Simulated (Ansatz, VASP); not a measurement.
# Two plane-wave programs on TiAl3

```xyz
4
Lattice="-1.9111 1.9111 4.2807 1.9111 -1.9111 4.2807 1.9111 1.9111 -4.2807" Properties=species:S:1:pos:R:3 pbc="T T T"
Ti    0.0000    0.0000    0.0000
Al    1.9111    0.0000    2.1403
Al    0.0000    1.9111    2.1403
Al    0.0000    0.0000    4.2807
```

Alike in both runs: task single point; functional PBE; k mesh 10 × 10 × 10; occupations gaussian, width 0.022 eV; no spin polarisation.

|  | VASP | Ansatz |
| --- | --- | --- |
| version | VASP 6.6.1 | Ansatz 0.2.0 |
| potentials or method | VASP PAW PBE potentials, release 64 (Ti_sv, Al) | Ansatz PAW |
| plane-wave cutoff (eV) | 520 | 420 |
| valence electrons in the cell | 21 | 21 |

|  | VASP | Ansatz | Ansatz less VASP |
| --- | --- | --- | --- |
| gap on the k mesh at the Fermi level (eV) | none | none | - |
| pressure (GPa) | 2.0 | 2.1 | +0.09 |
| traceless stress, the component that is largest in VASP (GPa) | -0.17 | -0.16 | +0.009 |

A gap of «none» marks a metal or a gap that the smearing closes.
